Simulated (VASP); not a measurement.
# Pt (P6_3/mmc) in VASP: a series of runs

Pt is run at these levels: r2SCAN; tasks: single point, relaxation of cell and atoms.

Everything below comes from runs of VASP 6.6.1. Logs are shortened: lines on timing, memory, paths and dates and some standing lists are left out, and cuts for length are marked.

## 1. The cell of the first run

Symmetry: P6_3/mmc, No. 194, hexagonal system. The conventional cell has a = 2.723 Å, b = 2.723 Å, c = 4.726 Å, α = 90.00°, β = 90.00°, γ = 120.00°. Pt (site symmetry -6m2) has 12 Pt at 2.72 to 2.84 Å within 3.6 Å.

## 2. Single point, r2SCAN

Input file POSCAR:

```
Pt
1.0
    2.7233987255      0.0000000000      0.0000000000
   -1.3616993627      2.3585324809      0.0000000000
    0.0000000000      0.0000000000      4.7256623553
Pt
2
Direct
    0.6666666667      0.3333333333      0.7500000000
    0.3333333333      0.6666666667      0.2500000000
```

Input file INCAR.step1:

```
  PREC = Accurate
  ENCUT = 520
  ISMEAR = 1
  SIGMA = 0.1
  LREAL = F
  LASPH = T
  NELM = 80
  NBANDS = 17
  GGA = PE
  ALGO = Normal
  EDIFF = 1E-4
  LWAVE = T
  LCHARG = F
```

Input file INCAR.step2:

```
  PREC = Accurate
  ENCUT = 520
  EDIFF = 1E-6
  ISMEAR = 1
  SIGMA = 0.1
  LREAL = F
  LASPH = T
  NELM = 80
  ALGO = Normal
  ISIF = 2
  LWAVE = F
  LCHARG = F
  METAGGA = R2SCAN
  LMIXTAU = T
  NBANDS = 17
  ISTART = 1
```

Input file KPOINTS:

```
regular mesh
0
Gamma
  14 14 7
```

Potentials or basis: VASP PAW PBE potentials, release 64 (Pt).

Run with:

```console
> cat potpaw_PBE.64/Pt/POTCAR > POTCAR
> cp INCAR.step1 INCAR
> mpirun -np 1 vasp_std > vasp.out
> cp INCAR.step2 INCAR
> mpirun -np 1 vasp_std > vasp.out
```

OUTCAR:

```text
PREC = Accurate
   ENCUT = 520
   EDIFF = 1E-6
   ISMEAR = 1
   LREAL = F
   LASPH = T
   NELM = 80
   ISIF = 2
   METAGGA = R2SCAN
   ISTART = 1

 ion  position               nearest neighbor table
   1  0.667  0.333  0.750-   2 2.84   2 2.84   2 2.84   2 2.84   2 2.84   2 2.84
   2  0.333  0.667  0.250-   1 2.84   1 2.84   1 2.84   1 2.84   1 2.84   1 2.84

  LATTYP: Found a hexagonal cell.
 ALAT       =     2.7233987255
 C/A-ratio  =     1.7352076694

  Lattice vectors:

 A1 = (   2.7233987255,   0.0000000000,   0.0000000000)
 A2 = (  -1.3616993627,   2.3585324809,   0.0000000000)
 A3 = (   0.0000000000,   0.0000000000,   4.7256623553)

Analysis of symmetry for initial positions (statically):
=====================================================================
 Subroutine PRICEL returns:
 Original cell was already a primitive cell.

 Routine SETGRP: Setting up the symmetry group for a
 hexagonal supercell.

 Subroutine GETGRP returns: Found 24 space group operations
 (whereof 12 operations were pure point group operations)
 out of a pool of 24 trial point group operations.

The static configuration has the point symmetry D_3d.
 The point group associated with its full space group is D_6h.

Analysis of symmetry for dynamics (positions and initial velocities):
=====================================================================
 Subroutine PRICEL returns:
 Original cell was already a primitive cell.

 Routine SETGRP: Setting up the symmetry group for a
 hexagonal supercell.

 Subroutine GETGRP returns: Found 24 space group operations
 (whereof 12 operations were pure point group operations)
 out of a pool of 24 trial point group operations.

The dynamic configuration has the point symmetry D_3d.
 The point group associated with its full space group is D_6h.

 Subroutine INISYM returns: Found 24 space group operations
 (whereof 12 operations are pure point group operations),
 and found     1 'primitive' translations

----------------------------------------------------------------------------------------

                                     Primitive cell

  volume of cell :      30.3540

  direct lattice vectors                    reciprocal lattice vectors
     2.723398726  0.000000000  0.000000000     0.367188246  0.211996232  0.000000000
    -1.361699363  2.358532481  0.000000000     0.000000000  0.423992465  0.000000000
     0.000000000  0.000000000  4.725662355     0.000000000  0.000000000  0.211610548

  length of vectors
     2.723398726  2.723398725  4.725662355     0.423992465  0.423992465  0.211610548

  position of ions in fractional coordinates (direct lattice)
     0.666666667  0.333333333  0.750000000
     0.333333333  0.666666667  0.250000000

  ion indices of the primitive-cell ions
   primitive index   ion index
                 1           1
                 2           2

----------------------------------------------------------------------------------------

 KPOINTS: regular mesh

Automatic generation of k-mesh.
 Grid dimensions read from file:
 generate k-points for:   14   14    7

 Generating k-lattice:

  Cartesian coordinates                     Fractional coordinates (reciprocal lattice)
     0.026227732  0.015142588  0.000000000     0.071428571  0.000000000  0.000000000
     0.000000000  0.030285176  0.000000000     0.000000000  0.071428571  0.000000000
     0.000000000  0.000000000  0.030230078     0.000000000  0.000000000  0.142857143

  Length of vectors
     0.030285176  0.030285176  0.030230078

  Shift w.r.t. Gamma in fractional coordinates (k-lattice)
     0.000000000  0.000000000  0.000000000

 Subroutine IBZKPT returns following result:
 ===========================================

 Found     96 irreducible k-points:

 Following reciprocal coordinates:
            Coordinates               Weight
  0.000000  0.000000  0.000000      1.000000
  0.071429  0.000000  0.000000      6.000000
  0.142857  0.000000  0.000000      6.000000
  0.214286  0.000000  0.000000      6.000000
  0.285714  0.000000  0.000000      6.000000
  0.357143  0.000000  0.000000      6.000000
[... 16 lines left out ...]
  0.285714  0.285714  0.000000      6.000000
  0.357143  0.285714  0.000000      6.000000
 [... further k-points ...]
   k-points           NKPTS =     96   k-points in BZ     NKDIM =     96   number of bands    NBANDS=     17
   number of dos      NEDOS =    301   number of ions     NIONS =      2
   total plane-waves  NPLWV =  14400
   dimension x,y,z NGX =    20 NGY =   20 NGZ =   36
   dimension x,y,z NGXF=    40 NGYF=   40 NGZF=   72
   ions per type =               2
   NGX,Y,Z   is equivalent  to a cutoff of  12.21, 12.21, 12.66 a.u.
   NGXF,Y,Z  is equivalent  to a cutoff of  24.42, 24.42, 25.33 a.u.
 SYSTEM =  unknown system
   PREC   = accura    normal or accurate (medium, high low for compatibility)
   ISTART =      1    job   : 0-new  1-cont  2-samecut
   ICHARG =      0    charge: 1-file 2-atom 10-const
   ISPIN  =      1    spin polarized calculation?
   LNONCOLLINEAR =      F non collinear calculations
   LSORBIT =      F    spin-orbit coupling
   LASPH  =      T    aspherical Exc in radial PAW
   ENCUT  =  520.0 eV  38.22 Ry    6.18 a.u.   5.06  5.06  8.79*2*pi/ulx,y,z
   NELM   =     80;   NELMIN=  2; NELMDL=  0     # of ELM steps
   EDIFF  = 0.1E-05   stopping-criterion for ELM
   LREAL  =      F    real-space projection
   EDIFFG = 0.1E-04   stopping-criterion for IOM
   NSW    =      0    number of steps for IOM
   IBRION =     -1    ionic relax: 0-MD 1-quasi-New 2-CG
   NFREE  =      0    steps in history (QN), initial steepest desc. (CG)
   ISIF   =      2    stress and relaxation
   ISYM   =      2    0-nonsym 1-usesym 2-fastsym
   POTIM  = 0.5000    time-step for ionic-motion
   TEBEG  =    0.0;   TEEND  =   0.0 temperature during run
   PSTRESS=    0.0 pullay stress
   NELECT =      20.0000    total number of electrons
   NUPDOWN=      -1.0000    fix difference up-down
   EMIN   =  10.00;   EMAX   =-10.00  energy-range for DOS
   EFERMI =   0.00;   METHOD = LEGACY
   ISMEAR =     1;   SIGMA  =   0.10  broadening in eV -4-tet -1-fermi 0-gaus
   EFERMI_NEDOS =   21; number of points for ismear=-14 and -15
   IALGO  =     38    algorithm
   IMIX   =      4    mixing-type and parameters
     AMIX     =   0.40;   BMIX     =  1.00
     AMIX_MAG =   1.60;   BMIX_MAG =  1.00
  volume/ion in A,a.u.               =      15.18       102.42
  Fermi-wavevector in a.u.,A,eV,Ry     =   1.424556  2.692021 27.611122  2.029360
  Thomas-Fermi vector in A             =   2.545035
   LORBIT       =      0    0 simple, 1 ext, 2 COOP (PROOUT), +10 PAW based schemes
   METAGGA = R2SCAN    functional components
   LHFCALC =     F    Hartree Fock is set to
   AEXX    =    0.0000 exact exchange contribution
   IVDW    =     0    specifies the selected vdW correction
   LEPSILON=     F    determine dielectric tensor
   LRPA    =     F    only Hartree local field effects (RPA)
 non-spin polarized calculation
 Methfessel and Paxton  Order N= 1 SIGMA  =   0.10
  energy-cutoff  :      520.00
  volume of cell :       30.35
 maximum number of plane-waves:       833
   NGX = 11   NGY = 11   NGZ = 17

 number of electron      20.0000001 magnetization

 Free energy of the ion-electron system (eV)
  ---------------------------------------------------
  ext. energy  EPLUGINS =         0.00000000
  ---------------------------------------------------
  free energy    TOTEN  =      -102.87570354 eV

  energy without entropy =     -102.87612370  energy(sigma->0) =     -102.87584359

 E-fermi :  10.8341     XC(G=0): -14.5801

 val. band max:       10.8146949751   @ k =   0.4286   0.0714   0.4286
 cond. band min:      10.8369589194   @ k =   0.2143   0.1429   0.2857
 fundamental gap:      0.0222639443
 Fermi energy:        10.8340569347

 k-point     1 :       0.0000    0.0000    0.0000
  band No.  band energies     occupation
      1       0.4722      2.00000
      2       3.1718      2.00000
      3       6.5436      2.00000
      4       7.0926      2.00000
      5       7.0926      2.00000
      6       7.4930      2.00000
[... 9 lines left out ...]
     16      29.1018      0.00000
     17      33.3911      0.00000

 k-point     2 :       0.0714    0.0000    0.0000
  band No.  band energies     occupation
      1       0.6730      2.00000
      2       3.3571      2.00000
      3       6.5175      2.00000
      4       7.0903      2.00000
      5       7.2486      2.00000
      6       7.3941      2.00000
[... 9 lines left out ...]
     16      29.3709      0.00000
     17      32.2513      0.00000

 k-point     3 :       0.1429    0.0000    0.0000
  band No.  band energies     occupation
      1       1.2483      2.00000
      2       3.8515      2.00000
      3       6.3400      2.00000
      4       7.0316      2.00000
      5       7.3958      2.00000
      6       7.5794      2.00000
[... 9 lines left out ...]
     16      29.5113      0.00000
     17      30.7042      0.00000

 k-point     4 :       0.2143    0.0000    0.0000
  band No.  band energies     occupation
      1       2.1014      2.00000
      2       4.3755      2.00000
      3       6.2353      2.00000
      4       6.5598      2.00000
      5       6.7394      2.00000
      6       7.9316      2.00000
[... 9 lines left out ...]
     16      28.8190      0.00000
     17      30.2800      0.00000
[... 343 lines left out ...]
      1       4.8728      2.00000
      2       5.0163      2.00000
      3       5.0938      2.00000
      4       6.7741      2.00000
      5       6.8172      2.00000
      6       7.1100      2.00000
[... 9 lines left out ...]
     16      23.8780      0.00000
     17      26.1392      0.00000

 k-point    23 :       0.2857    0.2857    0.0000
  band No.  band energies     occupation
      1       4.9452      2.00000
      2       5.3161      2.00000
      3       5.6762      2.00000
      4       6.1538      2.00000
      5       6.6862      2.00000
      6       7.1277      2.00000
[... 9 lines left out ...]
     16      24.9651      0.00000
     17      26.2057      0.00000

 k-point    24 :       0.3571    0.2857    0.0000
  band No.  band energies     occupation
      1       4.9281      2.00000
      2       5.5460      2.00000
      3       5.5811      2.00000
      4       6.3548      2.00000
      5       6.7732      2.00000
      6       6.9010      2.00000
[... 9 lines left out ...]
     16      23.6591      0.00000
     17      25.3042      0.00000

 [... further k-points ...]
[... 5 lines left out ...]
  --------------------------------------------------------------------------------------
  -------------------------------------------------------------------------------------
  Total        0.9136182      0.9136182      0.8780814      0.0000000     -0.0000000     -0.0000000
  in kB       48.2235888     48.2235888     46.3478471      0.0000000     -0.0000000     -0.0000000
  external PRESSURE =      47.5983416 kB  Pullay stress =       0.0000000 kB

 VOLUME and BASIS-vectors are now :
 -----------------------------------------------------------------------------
  energy-cutoff  :      520.00
  volume of cell :       30.35
      direct lattice vectors                 reciprocal lattice vectors
     2.723398726  0.000000000  0.000000000     0.367188246  0.211996232  0.000000000
    -1.361699363  2.358532481  0.000000000     0.000000000  0.423992465  0.000000000
     0.000000000  0.000000000  4.725662355     0.000000000  0.000000000  0.211610548

 POSITION                                       TOTAL-FORCE (eV/Angst)
 -----------------------------------------------------------------------------------
      1.36170      0.78618      3.54425         0.000000      0.000000      0.000000
     -0.00000      1.57235      1.18142        -0.000000     -0.000000      0.000000
 -----------------------------------------------------------------------------------
    total drift:                                0.000000     -0.000000      0.000000

  FREE ENERGIE OF THE ION-ELECTRON SYSTEM (eV)
  ---------------------------------------------------
  free  energy   TOTEN  =      -102.8757035403 eV

  energy  without entropy=     -102.8761236979  energy(sigma->0) =     -102.87584359
```

Wall time 79 s (1 thread of AMD EPYC 9R45 (Zen 5), shared host); peak memory 0.14 GiB.

What came out:

```
Free energy            : -102.8757 eV
Pressure               : 4.8 GPa
Band gap on the k mesh : zero (band 10 reaches 11.42 eV, above the bottom of band 11 at 10.01 eV)
```

Stress tensor (GPa, compression positive):
```
4.82 0.00 0.00
0.00 4.82 0.00
0.00 0.00 4.63
```

Levels at points of the mesh, in eV from the Fermi level:
| k point | band 7 | band 8 | band 9 | band 10 | band 11 | band 12 | band 13 | band 14 |
| --- | --- | --- | --- | --- | --- | --- | --- | --- |
| (0.00, 0.00, 0.00) | -3.34 | -2.01 | -2.01 | -0.68 | -0.27 | -0.27 | 5.24 | 16.04 |
| (0.50, 0.00, 0.00) | -2.74 | -0.02 | 0.36 | 0.59 | 2.55 | 4.14 | 7.93 | 9.52 |

Caveat: the PAW data sets were made with another functional, which shifts forces and pressure a little; spin-orbit coupling is left out, which moves the levels of the heavy elements.

## 3. Single point, r2SCAN

This run uses another cell than the first one, of 15.29 Å³/atom, 1.007 times its volume.

Input file POSCAR:

```
Pt
1.0
    2.7286791050      0.0000000000      0.0000000000
   -1.3643395525      2.3631054237      0.0000000000
    0.0000000000      0.0000000000      4.7411870366
Pt
2
Direct
    0.6666666667      0.3333333333      0.7500000000
    0.3333333333      0.6666666667      0.2500000000
```

Input file INCAR.step1:

```
SYSTEM = Pt
PREC = Accurate
ENCUT = 520
ISMEAR = 1
SIGMA = 0.1
LREAL = .False.
LASPH = .True.
NELM = 80
NBANDS = 17
GGA = PE
ALGO = Normal
EDIFF = 1E-4
LWAVE = .True.
LCHARG = .False.
```

Input file INCAR.step2:

```
SYSTEM = Pt
PREC = Accurate
ENCUT = 520
EDIFF = 1E-6
ISMEAR = 1
SIGMA = 0.1
LREAL = .False.
LASPH = .True.
NELM = 80
ALGO = Normal
ISIF = 2
LWAVE = .False.
LCHARG = .False.
METAGGA = R2SCAN
LMIXTAU = .True.
NBANDS = 17
ISTART = 1
```

Input file KPOINTS:

```
Automatic mesh
0
Gamma
  14 14 7
  0 0 0
```

Potentials or basis: VASP PAW PBE potentials, release 64 (Pt).

Run with:

```console
> cat potpaw_PBE.64/Pt/POTCAR > POTCAR
> cp INCAR.step1 INCAR
> mpirun -np 1 vasp_std > vasp.out
> cp INCAR.step2 INCAR
> mpirun -np 1 vasp_std > vasp.out
```

Wall time 78 s (1 thread of AMD EPYC 9R45 (Zen 5), shared host); peak memory 0.14 GiB.

The run converged. Its results:

```
Free energy            : -102.8808 eV
Pressure               : 2.7 GPa
Band gap on the k mesh : zero (band 10 reaches 11.28 eV, above the bottom of band 11 at 9.88 eV)
```

Stress tensor (GPa, compression positive):
```
2.81 0.00 0.00
0.00 2.81 0.00
0.00 0.00 2.58
```

Levels at points of the mesh, in eV from the Fermi level:
| k point | band 6 | band 7 | band 8 | band 9 | band 10 | band 11 | band 12 | band 13 | band 14 | band 15 |
| --- | --- | --- | --- | --- | --- | --- | --- | --- | --- | --- |
| (0.00, 0.00, 0.00) | -3.31 | -3.31 | -1.98 | -1.98 | -0.66 | -0.26 | -0.26 | 5.17 | 16.06 | 16.57 |
| (0.50, 0.00, 0.00) | -3.13 | -2.70 | -0.03 | 0.36 | 0.58 | 2.53 | 4.12 | 7.89 | 9.48 | 10.39 |

Caveat: the PAW data sets were made with another functional, which shifts forces and pressure a little; spin-orbit coupling is left out, which moves the levels of the heavy elements.

## 4. Single point, r2SCAN

This run uses another cell than the first one, of 15.40 Å³/atom, 1.015 times its volume.

Input file POSCAR:

```
Pt
1.0
    2.7343943789      0.0000000000      0.0000000000
   -1.3671971894      2.3680549961      0.0000000000
    0.0000000000      0.0000000000      4.7570014463
Pt
2
Direct
    0.6666666667      0.3333333333      0.7500000000
    0.3333333333      0.6666666667      0.2500000000
```

Input file INCAR.step1:

```
  PREC = Accurate
  ENCUT = 520
  ISMEAR = 1
  SIGMA = 0.1
  LREAL = False
  LASPH = True
  NELM = 100
  NBANDS = 17
  GGA = PE
  ALGO = Normal
  EDIFF = 1E-4
  LWAVE = True
  LCHARG = False
```

Input file INCAR.step2:

```
  PREC = Accurate
  ENCUT = 520
  EDIFF = 1E-6
  ISMEAR = 1
  SIGMA = 0.1
  LREAL = False
  LASPH = True
  NELM = 100
  ALGO = Normal
  ISIF = 2
  LWAVE = False
  LCHARG = False
  METAGGA = R2SCAN
  LMIXTAU = True
  NBANDS = 17
  ISTART = 1
```

Input file KPOINTS:

```
regular mesh
0
Gamma
  14 14 7
```

Run with:

```console
> cat potpaw_PBE.64/Pt/POTCAR > POTCAR
> cp INCAR.step1 INCAR
> mpirun -np 1 vasp_std > vasp.out
> cp INCAR.step2 INCAR
> mpirun -np 1 vasp_std > vasp.out
```

Wall time 87 s (1 thread of AMD EPYC 9R45 (Zen 5), shared host); peak memory 0.14 GiB.

It converged, with:

- Free energy: -102.8832 eV
- Pressure: 0.6 GPa
- Band gap on the k mesh: zero (band 10 reaches 11.13 eV, above the bottom of band 11 at 9.75 eV)

Stress tensor (GPa, compression positive):
```
0.71 0.00 0.00
0.00 0.71 0.00
0.00 0.00 0.48
```

Levels at points of the mesh, in eV from the Fermi level:
| k point | band 8 | band 9 | band 10 | band 11 | band 12 | band 13 |
| --- | --- | --- | --- | --- | --- | --- |
| (0.00, 0.00, 0.00) | -1.95 | -1.95 | -0.63 | -0.26 | -0.26 | 5.10 |
| (0.50, 0.00, 0.00) | -0.03 | 0.37 | 0.58 | 2.52 | 4.10 | 7.85 |

Caveat: the PAW data sets were made with another functional, which shifts forces and pressure a little; spin-orbit coupling is left out, which moves the levels of the heavy elements.

[end of part 1 of 2]
